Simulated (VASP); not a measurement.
# SnO in VASP: further runs, part 2 of 3

VASP 6.6.1.

## Step 4: Electric field gradients, PBEsol (17.65 Å³/atom)

This run uses another cell than the first one, of 17.65 Å³/atom.

INCAR reads:

```
  PREC = Accurate
  ENCUT = 520
  EDIFF = 1E-8
  ISMEAR = -1
  SIGMA = 0.01
  LREAL = False
  LASPH = True
  NELM = 100
  ALGO = Normal
  ISIF = 2
  LWAVE = False
  LCHARG = False
  GGA = PS
  LEFG = True
  NBANDS = 28
```

KPOINTS reads:

```
regular mesh
0
Gamma
  8 8 6
```

POSCAR reads:

```
SnO
1.0
    3.8146313220      0.0000000000      0.0000000000
    0.0000000000      3.8146313220      0.0000000000
    0.0000000000      0.0000000000      4.8520665632
Sn O
2 2
Direct
    0.0000000000      0.5000000000      0.2385000000
    0.5000000000      0.0000000000      0.7615000000
    0.0000000000      0.0000000000      0.0000000000
    0.5000000000      0.5000000000      0.0000000000
```

Potentials or basis: VASP PAW PBE potentials, release 64 (Sn_d, O).

Command:

```
$ cat potpaw_PBE.64/Sn_d/POTCAR potpaw_PBE.64/O/POTCAR > POTCAR
$ mpirun -np 1 vasp_std > vasp.out
```

OUTCAR:

```text
PREC = Accurate
   ENCUT = 520
   EDIFF = 1E-8
   ISMEAR = -1
   LREAL = False
   LASPH = True
   NELM = 100
   ISIF = 2
   GGA = PS

 ion  position               nearest neighbor table
   1  0.000  0.500  0.239-   3 2.23   4 2.23   3 2.23   4 2.23   2 3.55   2 3.55   2 3.55   2 3.55
                             2 3.70   2 3.70   2 3.70   2 3.70
   2  0.500  0.000  0.761-   3 2.23   4 2.23   4 2.23   3 2.23   1 3.55   1 3.55   1 3.55   1 3.55
                             1 3.70   1 3.70   1 3.70   1 3.70
   3  0.000  0.000  0.000-   1 2.23   2 2.23   1 2.23   2 2.23
   4  0.500  0.500  0.000-   1 2.23   2 2.23   2 2.23   1 2.23

  LATTYP: Found a simple tetragonal cell.
 ALAT       =     3.8146313220
 C/A-ratio  =     1.2719621252

  Lattice vectors:

 A1 = (   3.8146313220,   0.0000000000,   0.0000000000)
 A2 = (   0.0000000000,   3.8146313220,   0.0000000000)
 A3 = (   0.0000000000,   0.0000000000,   4.8520665632)

Analysis of symmetry for initial positions (statically):
=====================================================================
 Subroutine PRICEL returns:
 Original cell was already a primitive cell.

 Routine SETGRP: Setting up the symmetry group for a
 simple tetragonal supercell.

 Subroutine GETGRP returns: Found 16 space group operations
 (whereof  8 operations were pure point group operations)
 out of a pool of 16 trial point group operations.

The static configuration has the point symmetry D_2d.
 The point group associated with its full space group is D_4h.

Analysis of symmetry for dynamics (positions and initial velocities):
=====================================================================
 Subroutine PRICEL returns:
 Original cell was already a primitive cell.

 Routine SETGRP: Setting up the symmetry group for a
 simple tetragonal supercell.

 Subroutine GETGRP returns: Found 16 space group operations
 (whereof  8 operations were pure point group operations)
 out of a pool of 16 trial point group operations.

The dynamic configuration has the point symmetry D_2d.
 The point group associated with its full space group is D_4h.

 Subroutine INISYM returns: Found 16 space group operations
 (whereof  8 operations are pure point group operations),
 and found     1 'primitive' translations

----------------------------------------------------------------------------------------

                                     Primitive cell

  volume of cell :      70.6044

  direct lattice vectors                    reciprocal lattice vectors
     3.814631322  0.000000000  0.000000000     0.262148532  0.000000000  0.000000000
     0.000000000  3.814631322  0.000000000     0.000000000  0.262148532  0.000000000
     0.000000000  0.000000000  4.852066563     0.000000000  0.000000000  0.206097750

  length of vectors
     3.814631322  3.814631322  4.852066563     0.262148532  0.262148532  0.206097750

  position of ions in fractional coordinates (direct lattice)
     0.000000000  0.500000000  0.238500000
     0.500000000  0.000000000  0.761500000
     0.000000000  0.000000000  0.000000000
     0.500000000  0.500000000  0.000000000

  ion indices of the primitive-cell ions
   primitive index   ion index
                 1           1
[... 85 lines left out ...]
   PSTRESS=    0.0 pullay stress
   NELECT =      40.0000    total number of electrons
   NUPDOWN=      -1.0000    fix difference up-down
   EMIN   =  10.00;   EMAX   =-10.00  energy-range for DOS
   EFERMI =   0.00;   METHOD = LEGACY
   ISMEAR =    -1;   SIGMA  =   0.01  broadening in eV -4-tet -1-fermi 0-gaus
   EFERMI_NEDOS =   21; number of points for ismear=-14 and -15
   IALGO  =     38    algorithm
   IMIX   =      4    mixing-type and parameters
     AMIX     =   0.40;   BMIX     =  1.00
     AMIX_MAG =   1.60;   BMIX_MAG =  1.00
  volume/ion in A,a.u.               =      17.65       119.12
  Fermi-wavevector in a.u.,A,eV,Ry     =   1.354620  2.559861 24.966633  1.834996
  Thomas-Fermi vector in A             =   2.481776
   LORBIT       =      0    0 simple, 1 ext, 2 COOP (PROOUT), +10 PAW based schemes
   GGA     = PS    functional components
   LHFCALC =     F    Hartree Fock is set to
   AEXX    =    0.0000 exact exchange contribution
   IVDW    =     0    specifies the selected vdW correction
   LEPSILON=     F    determine dielectric tensor
   LRPA    =     F    only Hartree local field effects (RPA)
 non-spin polarized calculation
  energy-cutoff  :      520.00
  volume of cell :       70.60
 maximum number of plane-waves:      1920
   NGX = 15   NGY = 15   NGZ = 19

 number of electron      39.9999981 magnetization

 Free energy of the ion-electron system (eV)
  ---------------------------------------------------
  ext. energy  EPLUGINS =         0.00000000
  ---------------------------------------------------
  free energy    TOTEN  =       -24.21091666 eV

  energy without entropy =      -24.21082466  energy(sigma->0) =      -24.21087066

 E-fermi :   6.9199     XC(G=0): -10.4472

 val. band max:        6.8948227053   @ k =   0.0000   0.0000   0.0000
 cond. band min:       6.9393388245   @ k =   0.5000   0.5000   0.0000
 fundamental gap:      0.0445161192
 Fermi energy:         6.9198863133

 k-point     1 :       0.0000    0.0000    0.0000
  band No.  band energies     occupation
      1     -14.9699      2.00000
      2     -14.5423      2.00000
      3     -14.5423      2.00000
      4     -14.5394      2.00000
      5     -14.4957      2.00000
      6     -14.4891      2.00000
[... 733 lines left out ...]
     27      15.3994      0.00000
     28      15.3994      0.00000

 [... further k-points ...]
[... 5 lines left out ...]
  --------------------------------------------------------------------------------------
  -------------------------------------------------------------------------------------
  Total       -0.2913958     -0.2913958     -0.3916038      0.0000000     -0.0000000      0.0000000
  in kB       -6.6124429     -6.6124429     -8.8863937      0.0000000     -0.0000000      0.0000000
  external PRESSURE =      -7.3704265 kB  Pullay stress =       0.0000000 kB

 VOLUME and BASIS-vectors are now :
 -----------------------------------------------------------------------------
  energy-cutoff  :      520.00
  volume of cell :       70.60
      direct lattice vectors                 reciprocal lattice vectors
     3.814631322  0.000000000  0.000000000     0.262148532  0.000000000  0.000000000
     0.000000000  3.814631322  0.000000000     0.000000000  0.262148532  0.000000000
     0.000000000  0.000000000  4.852066563     0.000000000  0.000000000  0.206097750

 POSITION                                       TOTAL-FORCE (eV/Angst)
 -----------------------------------------------------------------------------------
      0.00000      1.90732      1.15722         0.000000     -0.000000      0.001528
      1.90732      0.00000      3.69485        -0.000000     -0.000000     -0.001528
      0.00000      0.00000      0.00000         0.000000      0.000000      0.000000
      1.90732      1.90732      0.00000         0.000000     -0.000000      0.000000
 -----------------------------------------------------------------------------------
    total drift:                                0.000000      0.000000      0.000000

  FREE ENERGIE OF THE ION-ELECTRON SYSTEM (eV)
  ---------------------------------------------------
  free  energy   TOTEN  =       -24.2109166631 eV

  energy  without entropy=      -24.2108246581  energy(sigma->0) =      -24.21087066

 Electric field gradients (V/A^2)
---------------------------------------------------------------------
 ion       V_xx      V_yy      V_zz      V_xy      V_xz      V_yz
---------------------------------------------------------------------
   1      80.298    80.298  -160.597    -0.000     0.000    -0.000
   2      80.298    80.298  -160.597    -0.000     0.000    -0.000
   3      -0.921    -0.921     1.843     0.000     0.000    -0.000
   4      -0.921    -0.921     1.843    -0.000    -0.000    -0.000
---------------------------------------------------------------------

 Electric field gradients after diagonalization (V/A^2)
 (convention: |V_zz| > |V_xx| > |V_yy|)
----------------------------------------------------------------------
 ion       V_xx      V_yy      V_zz     asymmetry (V_yy - V_xx)/ V_zz
----------------------------------------------------------------------
   1      80.298    80.298  -160.597       0.000
   2      80.298    80.298  -160.597       0.000
   3      -0.921    -0.921     1.843       0.000
   4      -0.921    -0.921     1.843       0.000
----------------------------------------------------------------------

           NMR quadrupolar parameters

 Cq : quadrupolar parameter    Cq=e*Q*V_zz/h
 eta: asymmetry parameters     (V_yy - V_xx)/ V_zz
 Q  : nuclear electric quadrupole moment in mb (millibarn)
----------------------------------------------------------------------
 ion       Cq(MHz)       eta       Q (mb)
----------------------------------------------------------------------
   1      -0.388       0.000       1.000
   2      -0.388       0.000       1.000
   3       0.004       0.000       1.000
   4       0.004       0.000       1.000
----------------------------------------------------------------------
```

OSZICAR:

```text
N       E                     dE             d eps       ncg     rms          rms(c)
DAV:   1     0.412972797096E+03    0.41297E+03   -0.19912E+04  3460   0.219E+03
DAV:   2     0.363736520651E+02   -0.37660E+03   -0.36143E+03  3444   0.537E+02
DAV:   3    -0.244993753766E+02   -0.60873E+02   -0.59692E+02  3868   0.181E+02
[... 11 lines left out ...]
DAV:  15    -0.242109165917E+02   -0.65377E-07   -0.24088E-07  3944   0.300E-03    0.179E-03
DAV:  16    -0.242109166390E+02   -0.47368E-07   -0.27221E-08  3024   0.112E-03    0.674E-04
DAV:  17    -0.242109166786E+02   -0.39618E-07   -0.38008E-08  2940   0.143E-03    0.340E-04
DAV:  18    -0.242109166665E+02    0.12120E-07   -0.41087E-09  1708   0.660E-04    0.769E-05
DAV:  19    -0.242109166631E+02    0.34097E-08   -0.12874E-09  1700   0.285E-04
   1 F= -.24210917E+02 E0= -.24210871E+02  d E =-.920050E-04
```

stdout:

```text
POSCAR found type information on POSCAR SnO
 POSCAR found :  2 types and       4 ions
 scaLAPACK will be used
 -----------------------------------------------------------------------------
|                                                                             |
|                                                                             |
|     You enforced a specific xc type in the INCAR file but a different       |
|     I HOPE YOU KNOW WHAT YOU ARE DOING!                                     |
|                                                                             |
 -----------------------------------------------------------------------------

 LDA part: xc-table for (Slater+PW92), standard interpolation
 POSCAR, INCAR and KPOINTS ok, starting setup
 FFT: planning ... GRIDC
 FFT: planning ... GRID_SOFT
 FFT: planning ... GRID
 WAVECAR not read
 entering main loop
ion   1

ion   2

ion   3

ion   4
```

Wall time 2.3 min (1 thread of Intel Xeon 8259CL, shared host); peak memory 0.24 GiB.

What came out:

* Free energy: -24.2109 eV
* Pressure: -0.7 GPa
* Band gap on the k mesh: 0.04 eV (least direct gap 1.92 eV)
* Largest electric field gradient by atom: Sn -160.6; O +1.8 V/Å²

Stress tensor (GPa, compression positive):
```
-0.66  0.00  0.00
 0.00 -0.66  0.00
 0.00  0.00 -0.89
```

Levels at points of the mesh, in eV from the valence-band top:
```tsv
k point	band 17	band 18	band 19	band 20	band 21	band 22	band 23	band 24
(0.00, 0.00, 0.00)	-3.43	-3.12	-3.12	0.00	2.03	4.30	4.66	4.66
(0.50, 0.00, 0.00)	-4.80	-4.80	-2.69	-2.69	3.14	3.14	5.87	5.87
(0.50, 0.50, 0.00)	-2.45	-2.45	-1.87	-1.87	0.04	0.04	4.37	4.37
(0.00, 0.00, 0.50)	-3.16	-3.13	-3.13	-2.19	1.61	2.92	2.92	3.64
(0.50, 0.00, 0.50)	-4.76	-4.76	-1.71	-1.71	2.54	2.54	5.38	5.38
(0.50, 0.50, 0.50)	-2.68	-2.68	-2.45	-2.45	2.33	2.33	3.97	3.97
```

Electric field gradients, principal values (V/Å²):
| atom | least | middle | greatest (by size) |
| --- | --- | --- | --- |
| 1 Sn | 80.298 | 80.298 | -160.597 |
| 2 Sn | 80.298 | 80.298 | -160.597 |
| 3 O | -0.921 | -0.921 | 1.843 |
| 4 O | -0.921 | -0.921 | 1.843 |

Caveat: without QUAD_EFG the Cq values of the log hold for a quadrupole moment of 1 mb, not for the nuclei; the PAW data sets were made with another functional, which shifts forces and pressure a little; spin-orbit coupling is left out, which moves the levels of the heavy elements. A k mesh can miss the band edges.

## Step 5: Electric field gradients, PBEsol (17.83 Å³/atom)

This run uses another cell than the first one, of 17.83 Å³/atom.

INCAR reads:

```
SYSTEM = SnO
  PREC = Accurate
  ENCUT = 520
  EDIFF = 1E-8
  ISMEAR = -1
  SIGMA = 0.01
  LREAL = .False.
  LASPH = .True.
  NELM = 80
  ALGO = Normal
  ISIF = 2
  LWAVE = .False.
  LCHARG = .False.
  GGA = PS
  LEFG = .True.
  NBANDS = 28
```

KPOINTS reads:

```
regular mesh
0
Gamma
  8 8 6
  0 0 0
```

POSCAR reads:

```
SnO
1.0
    3.8271795418      0.0000000000      0.0000000000
    0.0000000000      3.8271795418      0.0000000000
    0.0000000000      0.0000000000      4.8680274234
Sn O
2 2
Direct
    0.0000000000      0.5000000000      0.2385000000
    0.5000000000      0.0000000000      0.7615000000
    0.0000000000      0.0000000000      0.0000000000
    0.5000000000      0.5000000000      0.0000000000
```

Potentials or basis: VASP PAW PBE potentials, release 64 (Sn_d, O).

Command:

```
$ cat potpaw_PBE.64/Sn_d/POTCAR potpaw_PBE.64/O/POTCAR > POTCAR
$ mpirun -np 1 vasp_std > vasp.out
```

OUTCAR:

```text
SYSTEM = SnO
   PREC = Accurate
   ENCUT = 520
   EDIFF = 1E-8
   ISMEAR = -1
   LREAL = .False.
   LASPH = .True.
   NELM = 80
   ISIF = 2
   GGA = PS

 ion  position               nearest neighbor table
   1  0.000  0.500  0.239-   3 2.24   4 2.24   3 2.24   4 2.24   2 3.57   2 3.57   2 3.57   2 3.57
                             2 3.72   2 3.72   2 3.72   2 3.72
   2  0.500  0.000  0.761-   3 2.24   4 2.24   4 2.24   3 2.24   1 3.57   1 3.57   1 3.57   1 3.57
                             1 3.72   1 3.72   1 3.72   1 3.72
   3  0.000  0.000  0.000-   1 2.24   2 2.24   1 2.24   2 2.24
   4  0.500  0.500  0.000-   1 2.24   2 2.24   2 2.24   1 2.24

  LATTYP: Found a simple tetragonal cell.
 ALAT       =     3.8271795418
 C/A-ratio  =     1.2719621252
[... 976 lines left out ...]
---------------------------------------------------------------------
   1      79.577    79.577  -159.154    -0.000    -0.000     0.000
   2      79.577    79.577  -159.154     0.000     0.000    -0.000
   3      -0.878    -0.878     1.756     0.000     0.000     0.000
   4      -0.878    -0.878     1.756     0.000    -0.000    -0.000
---------------------------------------------------------------------

 Electric field gradients after diagonalization (V/A^2)
 (convention: |V_zz| > |V_xx| > |V_yy|)
----------------------------------------------------------------------
 ion       V_xx      V_yy      V_zz     asymmetry (V_yy - V_xx)/ V_zz
----------------------------------------------------------------------
   1      79.577    79.577  -159.154       0.000
   2      79.577    79.577  -159.154       0.000
   3      -0.878    -0.878     1.756       0.000
   4      -0.878    -0.878     1.756       0.000
----------------------------------------------------------------------

           NMR quadrupolar parameters

 Cq : quadrupolar parameter    Cq=e*Q*V_zz/h
 eta: asymmetry parameters     (V_yy - V_xx)/ V_zz
 Q  : nuclear electric quadrupole moment in mb (millibarn)
----------------------------------------------------------------------
 ion       Cq(MHz)       eta       Q (mb)
----------------------------------------------------------------------
   1      -0.385       0.000       1.000
   2      -0.385       0.000       1.000
   3       0.004       0.000       1.000
   4       0.004       0.000       1.000
----------------------------------------------------------------------
```

OSZICAR:

```text
N       E                     dE             d eps       ncg     rms          rms(c)
DAV:   1     0.416400959066E+03    0.41640E+03   -0.19705E+04  3488   0.217E+03
DAV:   2     0.369301243917E+02   -0.37947E+03   -0.36381E+03  3468   0.548E+02
DAV:   3    -0.245222184862E+02   -0.61452E+02   -0.60234E+02  3960   0.180E+02
DAV:   4    -0.274139150435E+02   -0.28917E+01   -0.28792E+01  3816   0.421E+01
DAV:   5    -0.274828815808E+02   -0.68967E-01   -0.68959E-01  3672   0.707E+00    0.108E+01
DAV:   6    -0.242869618874E+02    0.31959E+01   -0.14859E+01  5416   0.435E+01    0.489E+00
DAV:   7    -0.242424769023E+02    0.44485E-01   -0.18560E+00  3956   0.815E+00    0.242E+00
DAV:   8    -0.242160736806E+02    0.26403E-01   -0.29159E-01  3952   0.344E+00    0.755E-01
DAV:   9    -0.242057358954E+02    0.10338E-01   -0.42033E-02  5480   0.213E+00    0.221E-01
DAV:  10    -0.242067152301E+02   -0.97933E-03   -0.62678E-03  4564   0.750E-01    0.128E-01
DAV:  11    -0.242064097087E+02    0.30552E-03   -0.17050E-03  5180   0.382E-01    0.233E-02
DAV:  12    -0.242064264685E+02   -0.16760E-04   -0.18938E-04  3456   0.870E-02    0.250E-02
DAV:  13    -0.242064232269E+02    0.32416E-05   -0.21268E-05  3924   0.295E-02    0.235E-03
DAV:  14    -0.242064231106E+02    0.11632E-06   -0.11107E-06  5160   0.879E-03    0.236E-03
DAV:  15    -0.242064231768E+02   -0.66189E-07   -0.14826E-07  4312   0.256E-03    0.144E-03
DAV:  16    -0.242064232128E+02   -0.35981E-07   -0.15815E-08  2644   0.907E-04    0.587E-04
DAV:  17    -0.242064232396E+02   -0.26772E-07   -0.15969E-08  2100   0.108E-03    0.512E-05
DAV:  18    -0.242064232463E+02   -0.66902E-08   -0.25366E-09  1696   0.525E-04
   1 F= -.24206423E+02 E0= -.24206410E+02  d E =-.257052E-04
```

stdout:

```text
POSCAR found type information on POSCAR SnO
 POSCAR found :  2 types and       4 ions
 scaLAPACK will be used
 -----------------------------------------------------------------------------
|                                                                             |
|                                                                             |
|     You enforced a specific xc type in the INCAR file but a different       |
|     I HOPE YOU KNOW WHAT YOU ARE DOING!                                     |
|                                                                             |
 -----------------------------------------------------------------------------

 LDA part: xc-table for (Slater+PW92), standard interpolation
 POSCAR, INCAR and KPOINTS ok, starting setup
 FFT: planning ... GRIDC
 FFT: planning ... GRID_SOFT
 FFT: planning ... GRID
 WAVECAR not read
 entering main loop
ion   1

ion   2

ion   3

ion   4
```

Run time: 2.2 min. Hardware: 1 thread of Intel Xeon 8259CL, shared host; peak memory 0.24 GiB.

What came out:

- Free energy: -24.2064 eV
- Pressure: -1.6 GPa
- Largest force: 0.133 eV/Å
- Band gap on the k mesh: 0.08 eV (least direct gap 1.93 eV)
- Largest electric field gradient by atom: Sn -159.2; O +1.8 V/Å²

Forces in eV/Å, atoms in the order of the input:
```
Sn   0.000  0.000 -0.133
Sn   0.000  0.000  0.133
O    0.000  0.000  0.000
O    0.000  0.000  0.000
```

Levels at points of the mesh, in eV from the valence-band top:
| k point | band 16 | band 17 | band 18 | band 19 | band 20 | band 21 | band 22 | band 23 | band 24 | band 25 |
| --- | --- | --- | --- | --- | --- | --- | --- | --- | --- | --- |
| (0.00, 0.00, 0.00) | -6.13 | -3.36 | -3.04 | -3.04 | 0.00 | 2.02 | 4.31 | 4.65 | 4.65 | 5.64 |
| (0.50, 0.00, 0.00) | -4.89 | -4.71 | -4.71 | -2.64 | -2.64 | 3.13 | 3.13 | 5.85 | 5.85 | 5.91 |
| (0.50, 0.50, 0.00) | -5.01 | -2.38 | -2.38 | -1.85 | -1.85 | 0.08 | 0.08 | 4.39 | 4.39 | 7.14 |
| (0.00, 0.00, 0.50) | -3.43 | -3.18 | -3.06 | -3.06 | -2.13 | 1.62 | 2.94 | 2.94 | 3.64 | 7.83 |
| (0.50, 0.00, 0.50) | -5.35 | -4.68 | -4.68 | -1.67 | -1.67 | 2.54 | 2.54 | 5.37 | 5.37 | 6.59 |
| (0.50, 0.50, 0.50) | -5.46 | -2.64 | -2.64 | -2.39 | -2.39 | 2.36 | 2.36 | 3.95 | 3.95 | 5.52 |

Electric field gradients, principal values (V/Å²):
| atom | least | middle | greatest (by size) |
| --- | --- | --- | --- |
| 1 Sn | 79.577 | 79.577 | -159.154 |
| 2 Sn | 79.577 | 79.577 | -159.154 |
| 3 O | -0.878 | -0.878 | 1.756 |
| 4 O | -0.878 | -0.878 | 1.756 |

Caveat: without QUAD_EFG the Cq values of the log hold for a quadrupole moment of 1 mb, not for the nuclei; the PAW data sets were made with another functional, which shifts forces and pressure a little; spin-orbit coupling is left out, which moves the levels of the heavy elements. A k mesh can miss the band edges.

[end of part 2 of 3]
